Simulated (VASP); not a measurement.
# Cu (P6_3/mmc) in VASP: notebook

Cu is run at these levels: r2SCAN; tasks: single point.

Everything below comes from runs of VASP 6.6.1. Logs are shortened: lines on timing, memory, paths and dates and some standing lists are left out, and cuts for length are marked.

### Step 1. The cell of the first run

Symmetry: P6_3/mmc, No. 194, hexagonal system. The conventional cell has a = 2.531 Å, b = 2.531 Å, c = 8.262 Å, α = 90.00°, β = 90.00°, γ = 120.00°. Within 3.3 Å of Cu (site symmetry -3m) lie 12 Cu at 2.53 Å. Cu (site symmetry -6m2) has 12 Cu at 2.53 Å within 3.3 Å.

This isn't the form of Cu at room conditions, which is fcc.

### Step 2. Single point, r2SCAN

POSCAR reads:

```
Cu
1.0
    2.5307600000      0.0000000000      0.0000000000
   -1.2653800000      2.1917100000      0.0000000000
    0.0000000000      0.0000000000      8.2618200000
Cu
4
Direct
    0.0000000000      0.0000000000      0.0000000000
    0.3333333333      0.6666666667      0.2500000000
    0.0000000000      0.0000000000      0.5000000000
    0.6666666667      0.3333333333      0.7500000000
```

INCAR.step1 reads:

```
  PREC = Accurate
  ENCUT = 520
  ISMEAR = 1
  SIGMA = 0.05
  LREAL = False
  LASPH = True
  NELM = 60
  NBANDS = 30
  GGA = PE
  ALGO = Normal
  EDIFF = 1E-4
  LWAVE = True
  LCHARG = False
```

INCAR.step2 reads:

```
  PREC = Accurate
  ENCUT = 520
  EDIFF = 1E-6
  ISMEAR = 1
  SIGMA = 0.05
  LREAL = False
  LASPH = True
  NELM = 60
  ALGO = Normal
  ISIF = 2
  LWAVE = False
  LCHARG = False
  METAGGA = R2SCAN
  LMIXTAU = True
  NBANDS = 30
  ISTART = 1
```

KPOINTS reads:

```
regular mesh
0
Gamma
  10 10 3
```

Potentials or basis: VASP PAW PBE potentials, release 64 (Cu).

Command:

```console
> cat potpaw_PBE.64/Cu/POTCAR > POTCAR
> cp INCAR.step1 INCAR
> mpirun -np 1 vasp_std > vasp.out
> cp INCAR.step2 INCAR
> mpirun -np 1 vasp_std > vasp.out
```

OUTCAR:

```text
PREC = Accurate
   ENCUT = 520
   EDIFF = 1E-6
   ISMEAR = 1
   LREAL = False
   LASPH = True
   NELM = 60
   ISIF = 2
   METAGGA = R2SCAN
   ISTART = 1

 ion  position               nearest neighbor table
   1  0.000  0.000  0.000-   2 2.53   4 2.53   4 2.53   2 2.53   4 2.53   2 2.53
   2  0.333  0.667  0.250-   1 2.53   3 2.53   1 2.53   3 2.53   1 2.53   3 2.53
   3  0.000  0.000  0.500-   2 2.53   4 2.53   4 2.53   2 2.53   4 2.53   2 2.53
   4  0.667  0.333  0.750-   1 2.53   3 2.53   1 2.53   3 2.53   1 2.53   3 2.53

  LATTYP: Found a hexagonal cell.
 ALAT       =     2.5307600000
 C/A-ratio  =     3.2645608434

  Lattice vectors:

 A1 = (   2.5307600000,   0.0000000000,   0.0000000000)
 A2 = (  -1.2653800000,   2.1917100000,   0.0000000000)
 A3 = (   0.0000000000,   0.0000000000,   8.2618200000)

Analysis of symmetry for initial positions (statically):
=====================================================================
 Subroutine PRICEL returns:
 Original cell was already a primitive cell.

 Routine SETGRP: Setting up the symmetry group for a
 hexagonal supercell.

 Subroutine GETGRP returns: Found 24 space group operations
 (whereof 12 operations were pure point group operations)
 out of a pool of 24 trial point group operations.

The static configuration has the point symmetry D_3d.
 The point group associated with its full space group is D_6h.

Analysis of symmetry for dynamics (positions and initial velocities):
=====================================================================
 Subroutine PRICEL returns:
 Original cell was already a primitive cell.

 Routine SETGRP: Setting up the symmetry group for a
 hexagonal supercell.

 Subroutine GETGRP returns: Found 24 space group operations
 (whereof 12 operations were pure point group operations)
 out of a pool of 24 trial point group operations.

The dynamic configuration has the point symmetry D_3d.
 The point group associated with its full space group is D_6h.

 Subroutine INISYM returns: Found 24 space group operations
 (whereof 12 operations are pure point group operations),
 and found     1 'primitive' translations

----------------------------------------------------------------------------------------

                                     Primitive cell

  volume of cell :      45.8258

  direct lattice vectors                    reciprocal lattice vectors
     2.530760000  0.000000000  0.000000000     0.395138219  0.228132372  0.000000000
    -1.265380000  2.191710000  0.000000000     0.000000000  0.456264743  0.000000000
     0.000000000  0.000000000  8.261820000     0.000000000  0.000000000  0.121038706

  length of vectors
     2.530760000  2.530766538  8.261820000     0.456265922  0.456264743  0.121038706

  position of ions in fractional coordinates (direct lattice)
     0.000000000  0.000000000  0.000000000
     0.333333333  0.666666667  0.250000000
     0.000000000  0.000000000  0.500000000
     0.666666667  0.333333333  0.750000000

  ion indices of the primitive-cell ions
   primitive index   ion index
                 1           1
                 2           2
                 3           3
                 4           4

----------------------------------------------------------------------------------------

 KPOINTS: regular mesh

Automatic generation of k-mesh.
 Grid dimensions read from file:
 generate k-points for:   10   10    3

 Generating k-lattice:

  Cartesian coordinates                     Fractional coordinates (reciprocal lattice)
     0.039513822  0.022813237  0.000000000     0.100000000  0.000000000  0.000000000
     0.000000000  0.045626474  0.000000000     0.000000000  0.100000000  0.000000000
     0.000000000  0.000000000  0.040346235     0.000000000  0.000000000  0.333333333

  Length of vectors
     0.045626592  0.045626474  0.040346235

  Shift w.r.t. Gamma in fractional coordinates (k-lattice)
     0.000000000  0.000000000  0.000000000

 Subroutine IBZKPT returns following result:
 ===========================================

 Found     28 irreducible k-points:

 Following reciprocal coordinates:
            Coordinates               Weight
  0.000000  0.000000  0.000000      1.000000
  0.100000 -0.000000  0.000000      6.000000
  0.200000 -0.000000  0.000000      6.000000
  0.300000  0.000000  0.000000      6.000000
  0.400000  0.000000  0.000000      6.000000
  0.500000  0.000000  0.000000      3.000000
[... 16 lines left out ...]
  0.300000  0.100000  0.333333     24.000000
  0.400000  0.100000  0.333333     24.000000
 [... further k-points ...]
   k-points           NKPTS =     28   k-points in BZ     NKDIM =     28   number of bands    NBANDS=     30
   number of dos      NEDOS =    301   number of ions     NIONS =      4
   total plane-waves  NPLWV =  25600
   dimension x,y,z NGX =    20 NGY =   20 NGZ =   64
   dimension x,y,z NGXF=    40 NGYF=   40 NGZF=  128
   ions per type =               4
   NGX,Y,Z   is equivalent  to a cutoff of  13.14, 13.14, 12.88 a.u.
   NGXF,Y,Z  is equivalent  to a cutoff of  26.28, 26.28, 25.76 a.u.
 SYSTEM =  unknown system
   PREC   = accura    normal or accurate (medium, high low for compatibility)
   ISTART =      1    job   : 0-new  1-cont  2-samecut
   ICHARG =      0    charge: 1-file 2-atom 10-const
   ISPIN  =      1    spin polarized calculation?
   LNONCOLLINEAR =      F non collinear calculations
   LSORBIT =      F    spin-orbit coupling
   LASPH  =      T    aspherical Exc in radial PAW
   ENCUT  =  520.0 eV  38.22 Ry    6.18 a.u.   4.71  4.71 15.36*2*pi/ulx,y,z
   NELM   =     60;   NELMIN=  2; NELMDL=  0     # of ELM steps
   EDIFF  = 0.1E-05   stopping-criterion for ELM
   LREAL  =      F    real-space projection
   EDIFFG = 0.1E-04   stopping-criterion for IOM
   NSW    =      0    number of steps for IOM
   IBRION =     -1    ionic relax: 0-MD 1-quasi-New 2-CG
   NFREE  =      0    steps in history (QN), initial steepest desc. (CG)
   ISIF   =      2    stress and relaxation
   ISYM   =      2    0-nonsym 1-usesym 2-fastsym
   POTIM  = 0.5000    time-step for ionic-motion
   TEBEG  =    0.0;   TEEND  =   0.0 temperature during run
   PSTRESS=    0.0 pullay stress
   NELECT =      44.0000    total number of electrons
   NUPDOWN=      -1.0000    fix difference up-down
   EMIN   =  10.00;   EMAX   =-10.00  energy-range for DOS
   EFERMI =   0.00;   METHOD = LEGACY
   ISMEAR =     1;   SIGMA  =   0.05  broadening in eV -4-tet -1-fermi 0-gaus
   EFERMI_NEDOS =   21; number of points for ismear=-14 and -15
   IALGO  =     38    algorithm
   IMIX   =      4    mixing-type and parameters
     AMIX     =   0.40;   BMIX     =  1.00
     AMIX_MAG =   1.60;   BMIX_MAG =  1.00
  volume/ion in A,a.u.               =      11.46        77.31
  Fermi-wavevector in a.u.,A,eV,Ry     =   1.615062  3.052024 35.489769  2.608424
  Thomas-Fermi vector in A             =   2.709870
   LORBIT       =      0    0 simple, 1 ext, 2 COOP (PROOUT), +10 PAW based schemes
   METAGGA = R2SCAN    functional components
   LHFCALC =     F    Hartree Fock is set to
   AEXX    =    0.0000 exact exchange contribution
   IVDW    =     0    specifies the selected vdW correction
   LEPSILON=     F    determine dielectric tensor
   LRPA    =     F    only Hartree local field effects (RPA)
 non-spin polarized calculation
 Methfessel and Paxton  Order N= 1 SIGMA  =   0.05
  energy-cutoff  :      520.00
  volume of cell :       45.83
 maximum number of plane-waves:      1255
 NGX is ok and might be reduce to    20
   NGX =  9   NGY =  9   NGZ = 31

 number of electron      43.9999980 magnetization

 Free energy of the ion-electron system (eV)
  ---------------------------------------------------
  ext. energy  EPLUGINS =         0.00000000
  ---------------------------------------------------
  free energy    TOTEN  =       -43.26246933 eV

  energy without entropy =      -43.26267381  energy(sigma->0) =      -43.26253749

 E-fermi :   7.8051     XC(G=0): -13.9491

 val. band max:        7.6923302248   @ k =   0.3000   0.0000   0.3333
 cond. band min:       7.8268371966   @ k =   0.4000   0.1000   0.3333
 fundamental gap:      0.1345069718
 Fermi energy:         7.8051044730

 k-point     1 :       0.0000    0.0000    0.0000
  band No.  band energies     occupation
      1      -2.1327      2.00000
      2       0.1101      2.00000
      3       0.1264      2.00000
      4       2.3662      2.00000
      5       4.2746      2.00000
      6       4.2801      2.00000
[... 22 lines left out ...]
     29      30.7098      0.00000
     30      31.1527      0.00000

 k-point     2 :       0.1000   -0.0000    0.0000
  band No.  band energies     occupation
      1      -1.7904      2.00000
      2       0.4127      2.00000
      3       0.4284      2.00000
      4       2.5611      2.00000
      5       4.1264      2.00000
      6       4.1957      2.00000
[... 22 lines left out ...]
     29      28.1249      0.00000
     30      28.1306      0.00000

 k-point     3 :       0.2000   -0.0000    0.0000
  band No.  band energies     occupation
      1      -0.8001      2.00000
      2       1.2298      2.00000
      3       1.2432      2.00000
      4       3.0107      2.00000
      5       3.8916      2.00000
      6       3.9916      2.00000
[... 22 lines left out ...]
     29      23.3851      0.00000
     30      23.5525      0.00000

 k-point     4 :       0.3000    0.0000    0.0000
  band No.  band energies     occupation
      1       0.6782      2.00000
      2       2.1368      2.00000
      3       2.1500      2.00000
      4       3.2194      2.00000
      5       3.6183      2.00000
      6       3.7687      2.00000
[... 616 lines left out ...]
     29      22.0924      0.00000
     30      22.6872      0.00000

 k-point    23 :       0.3000    0.1000    0.3333
  band No.  band energies     occupation
      1       1.7894      2.00000
      2       2.1320      2.00000
      3       2.9182      2.00000
      4       3.2242      2.00000
      5       3.3865      2.00000
      6       3.5286      2.00000
[... 22 lines left out ...]
     29      20.4403      0.00000
     30      20.6845      0.00000

 k-point    24 :       0.4000    0.1000    0.3333
  band No.  band energies     occupation
      1       2.5730      2.00000
      2       2.6915      2.00000
      3       2.8537      2.00000
      4       3.0428      2.00000
      5       3.2776      2.00000
      6       3.3787      2.00000
[... 22 lines left out ...]
     29      19.4919      0.00000
     30      20.0122      0.00000

 [... further k-points ...]

------------------------ aborting loop because EDIFF is reached ----------------------------------------

  FORCE on cell =-STRESS in cart. coord.  units (eV):
  Direction    XX          YY          ZZ          XY          YZ          ZX
  --------------------------------------------------------------------------------------
  -------------------------------------------------------------------------------------
  Total        0.2936741      0.2936761      0.0235291      0.0000000      0.0000000      0.0000000
  in kB       10.2675405     10.2676112      0.8226320      0.0000000      0.0000000      0.0000000
  external PRESSURE =       7.1192612 kB  Pullay stress =       0.0000000 kB

 VOLUME and BASIS-vectors are now :
 -----------------------------------------------------------------------------
  energy-cutoff  :      520.00
  volume of cell :       45.83
      direct lattice vectors                 reciprocal lattice vectors
     2.530760000  0.000000000  0.000000000     0.395138219  0.228132372  0.000000000
    -1.265380000  2.191710000  0.000000000     0.000000000  0.456264743  0.000000000
     0.000000000  0.000000000  8.261820000     0.000000000  0.000000000  0.121038706

 POSITION                                       TOTAL-FORCE (eV/Angst)
 -----------------------------------------------------------------------------------
      0.00000      0.00000      0.00000         0.000000      0.000000      0.000000
     -0.00000      1.46114      2.06546        -0.000000     -0.000000      0.000000
      0.00000      0.00000      4.13091         0.000000      0.000000      0.000000
      1.26538      0.73057      6.19637         0.000000     -0.000000     -0.000000
 -----------------------------------------------------------------------------------
    total drift:                                0.000000     -0.000000      0.000000

  FREE ENERGIE OF THE ION-ELECTRON SYSTEM (eV)
  ---------------------------------------------------
  free  energy   TOTEN  =       -43.2624693321 eV

  energy  without entropy=      -43.2626738085  energy(sigma->0) =      -43.26253749
```

It took 75 s on 1 thread of Intel Xeon 6975P-C (Granite Rapids), shared host; peak memory 0.18 GiB.

What came out:

| Property | Result |
| --- | --- |
| Free energy | -43.2625 eV |
| Pressure | 0.7 GPa |
| Band gap on the k mesh | zero (bands 22 and 23 overlap by 5.06 eV) |

Caveat: the PAW data sets were made with another functional, which shifts forces and pressure a little.

### Step 3. Single point, r2SCAN

This run uses another cell than the first one, of 11.74 Å³/atom.

POSCAR reads:

```
Cu
1.0
    2.5516763204      0.0000000000      0.0000000000
   -1.2758381602      2.2098241272      0.0000000000
    0.0000000000      0.0000000000      8.3301026007
Cu
4
Direct
    0.0000000000      0.0000000000      0.0000000000
    0.3333333333      0.6666666667      0.2500000000
    0.0000000000      0.0000000000      0.5000000000
    0.6666666667      0.3333333333      0.7500000000
```

INCAR.step1 reads:

```
PREC = Accurate
ENCUT = 520
ISMEAR = 1
SIGMA = 0.05
LREAL = False
LASPH = True
NELM = 100
NBANDS = 30
GGA = PE
ALGO = Normal
EDIFF = 1E-4
LWAVE = True
LCHARG = False
```

INCAR.step2 reads:

```
PREC = Accurate
ENCUT = 520
EDIFF = 1E-6
ISMEAR = 1
SIGMA = 0.05
LREAL = False
LASPH = True
NELM = 100
ALGO = Normal
ISIF = 2
LWAVE = False
LCHARG = False
METAGGA = R2SCAN
LMIXTAU = True
NBANDS = 30
ISTART = 1
```

KPOINTS reads:

```
Automatic mesh
0
Gamma
  10 10 3
```

Potentials or basis: VASP PAW PBE potentials, release 64 (Cu).

Command:

```console
> cat potpaw_PBE.64/Cu/POTCAR > POTCAR
> cp INCAR.step1 INCAR
> mpirun -np 1 vasp_std > vasp.out
> cp INCAR.step2 INCAR
> mpirun -np 1 vasp_std > vasp.out
```

It took 76 s on 1 thread of Intel Xeon 6975P-C (Granite Rapids), shared host; peak memory 0.17 GiB.

Results (log left out):

```
Free energy            : -43.2549 eV
Pressure               : -3.1 GPa
Band gap on the k mesh : zero (bands 22 and 23 overlap by 4.99 eV)
```

Stress tensor (GPa, compression positive):
```
-2.75  0.00  0.00
 0.00 -2.75  0.00
 0.00  0.00 -3.77
```

Levels at points of the mesh, in eV from the Fermi level:
| k point | band 20 | band 21 | band 22 | band 23 | band 24 | band 25 | band 26 | band 27 |
| --- | --- | --- | --- | --- | --- | --- | --- | --- |
| (0.00, 0.00, 0.00) | -2.10 | -2.10 | -1.80 | -1.80 | -1.08 | 3.98 | 13.01 | 13.02 |
| (0.50, 0.00, 0.00) | -1.64 | -0.67 | 0.41 | 0.97 | 1.60 | 4.82 | 4.84 | 8.85 |

Caveat: the cell stands under tension; the PAW data sets were made with another functional, which shifts forces and pressure a little.

### Step 4. Single point, r2SCAN

This run uses another cell than the first one, of 12.03 Å³/atom.

POSCAR reads:

```
Cu
1.0
    2.5722552440      0.0000000000      0.0000000000
   -1.2861276220      2.2276460592      0.0000000000
    0.0000000000      0.0000000000      8.3972837487
Cu
4
Direct
    0.0000000000      0.0000000000      0.0000000000
    0.3333333333      0.6666666667      0.2500000000
    0.0000000000      0.0000000000      0.5000000000
    0.6666666667      0.3333333333      0.7500000000
```

INCAR.step1 is that of step 3.

INCAR.step2 is that of step 3.

KPOINTS reads:

```
regular mesh
0
Gamma
  10 10 3
```

Command:

```console
> cat potpaw_PBE.64/Cu/POTCAR > POTCAR
> cp INCAR.step1 INCAR
> mpirun -np 1 vasp_std > vasp.out
> cp INCAR.step2 INCAR
> mpirun -np 1 vasp_std > vasp.out
```

Wall time 60 s (1 thread of Intel Xeon 6975P-C (Granite Rapids), shared host); peak memory 0.18 GiB.

The run converged. Its results:

| Quantity | Value |
| --- | --- |
| Free energy | -43.2222 eV |
| Pressure | -6.5 GPa |
| Band gap on the k mesh | zero (bands 22 and 23 overlap by 4.92 eV) |

Stress tensor (GPa, compression positive):
```
-6.17  0.00  0.00
 0.00 -6.17  0.00
 0.00  0.00 -7.16
```

Levels at points of the mesh, in eV from the Fermi level:
```tsv
k point	band 21	band 22	band 23	band 24	band 25	band 26
(0.00, 0.00, 0.00)	-2.06	-1.77	-1.77	-1.01	3.86	12.81
(0.50, 0.00, 0.00)	-0.62	0.45	0.95	1.57	4.70	4.71
```

Caveat: the cell stands under tension; the PAW data sets were made with another functional, which shifts forces and pressure a little.

(Continued in part 2 of 2.)

The gap in the log of VASP goes by the Fermi energy; the results here count the filled bands.